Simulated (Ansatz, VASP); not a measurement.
ScAl3: VASP beside Ansatz

Contents of INCAR:

```
SYSTEM = ScAl3
PREC     = Accurate       ! precision mode
ENCUT    = 520            ! plane-wave cutoff, eV
EDIFF    = 1E-6           ! SCF threshold, eV
ISMEAR   = 0              ! smearing method
SIGMA    = 0.15           ! smearing width, eV
LREAL    = .False.        ! projectors in reciprocal space
LASPH    = .True.         ! aspherical terms in the spheres
NELM     = 80             ! most SCF steps
ALGO     = Fast           ! electronic algorithm
ISIF     = 2              ! what is computed and relaxed
LWAVE    = .False.        ! write WAVECAR
LCHARG   = .False.        ! write CHGCAR
GGA      = PE             ! functional
NBANDS   = 18             ! bands
```

The input KPOINTS:

```
regular mesh
0
Gamma
  12 12 12
  0 0 0
```

POSCAR

```
ScAl3
1.0
    4.1053305968      0.0000000000      0.0000000000
    0.0000000000      4.1053305968      0.0000000000
    0.0000000000      0.0000000000      4.1053305968
Sc Al
1 3
Direct
    0.0000000000      0.0000000000      0.0000000000
    0.5129180848      0.0129180848      0.5000000000
    0.0129180848      0.5129180848      0.5000000000
    0.5129180848      0.5129180848      0.0000000000
```

Input for Ansatz:

```yaml
crystal:
  lattice:
    - [4.1053305968, 0.0, 0.0]
    - [0.0, 4.1053305968, 0.0]
    - [0.0, 0.0, 4.1053305968]
  atoms:
    - { symbol: Sc, position: [0.0, 0.0, 0.0] }
    - { symbol: Al, position: [0.5129180848, 0.0129180848, 0.5] }
    - { symbol: Al, position: [0.0129180848, 0.5129180848, 0.5] }
    - { symbol: Al, position: [0.5129180848, 0.5129180848, 0.0] }
basis:
  ecutwfc: 420
kpoints:
  mp_grid: { grid: [12, 12, 12] }
hamiltonian:
  xc: pbe
scf:
  occupations: { method: gaussian, width: 0.15 }
output:
  forces: true
  stress: true
  eigenvalues: true
```

Change from the starting cell: all Al atoms moved +0.075 Å, as atom 2 along Cartesian [1 1 0].

Alike in both runs: task single point; functional PBE; k mesh 12 × 12 × 12; occupations gaussian, width 0.15 eV; no spin polarisation.

```csv
,VASP,Ansatz
version,VASP 6.6.1,Ansatz 0.2.0
potentials or method,"VASP PAW PBE potentials, release 64 (Sc_sv, Al), cutoff 520 eV","scalar-relativistic, plane waves, PAW"
valence electrons in the cell,20,20
```

VASP gave:

| Quantity | Value |
| --- | --- |
| gap on the k mesh at the Fermi level (eV) | none |
| pressure (GPa) | 0.2 |
| traceless stress, the component that is largest in VASP (GPa) | 0.10 |
| rms of the force components (eV/Å) | 0.243 |

Q: Estimate Ansatz's values.

A: gap on the k mesh at the Fermi level (eV): none; pressure (GPa): 0.2; traceless stress, the component that is largest in VASP (GPa): 0.10; rms of the force components (eV/Å): 0.242.

Atom by atom the forces differ by 0.001 eV/Å (rms over components). A gap of «none» marks a metal or a gap that the smearing closes. With one functional, cell and mesh, what is left measures potentials, basis and numerics.
